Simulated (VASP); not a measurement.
Sb: single point with HF

The system is Sb.

```
CELL_PARAMETERS angstrom
0.20329 2.45217 2.57344
2.50322 0.03456 2.73899
2.34121 2.45909 0.19794
ATOMIC_POSITIONS crystal
Sb 0.00000 0.00000 0.00000
```

```json
{"Program": "VASP 6.6.1", "Task": "single point", "Functional": "HF", "Potentials or basis": "VASP PAW PBE potentials, release 64 (Sb)", "Cutoff": "520 eV", "k mesh": "5 × 5 × 5", "Occupations": "fermi-dirac, width 0.05 eV", "Spin": "no spin polarisation"}
```

```json
{
  "Pressure": "-22.5 GPa",
  "Band gap on the k mesh": "zero (an odd number of electrons rules out a gap without spin polarisation)"
}
```

Stress tensor (GPa, compression positive):
```
-44.57   1.47  25.66
  1.47  -8.81  -0.10
 25.66  -0.10 -14.21
```

Levels at points of the mesh, in eV from the Fermi level:
```tsv
k point	band 1	band 2	band 3	band 4	band 5	band 6
(0.00, 0.00, 0.00)	-12.38	-3.79	5.92	7.16	18.17	19.27
```

Wall time 44 min on 1 thread of Intel(R) Xeon(R) Platinum 8488C (Sapphire Rapids), on a shared host, peak memory 0.17 GiB.

Caveat: the k points lie up to 0.47 Å⁻¹ apart, too coarse for converged energies and pressures of a metal; the PAW data sets were made with another functional, which shifts forces and pressure a little; spin-orbit coupling is left out, which moves the levels of the heavy elements; an odd number of electrons without spin polarisation forces a metal; a magnetic or distorted state may lie lower.
